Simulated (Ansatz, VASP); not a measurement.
# GaN in VASP and in Ansatz

```
Ga N
1.0
     0.00000    2.18148    2.18148
     2.18148    0.00000    2.18148
     2.18148    2.18148    0.00000
Ga N
1 1
Direct
  0.00000 0.00000 0.00000
  0.25000 0.25000 0.25000
```

Change from the starting cell: hydrostatic strain -3.0%.

Alike in both runs: task single point; functional HSE06; k mesh 6 × 6 × 6; no spin polarisation.

|  | VASP | Ansatz |
| --- | --- | --- |
| version | VASP 6.6.1 | Ansatz 0.2.0 |
| potentials or method | VASP PAW PBE potentials, release 64 (Ga_d, N) | plane waves, PAW |
| plane-wave cutoff (eV) | 520 | 420 |
| occupations | gaussian, width 0.01 eV | fixed |
| valence electrons in the cell | 18 | 18 |

|  | VASP | Ansatz | Ansatz less VASP |
| --- | --- | --- | --- |
| gap on the k mesh at the Fermi level (eV) | 3.70 | 3.68 | -0.027 |
| pressure (GPa) | 21.7 | 22.0 | +0.27 |

Ansatz's warnings: stress exchange threshold loose, stress scf threshold loose.
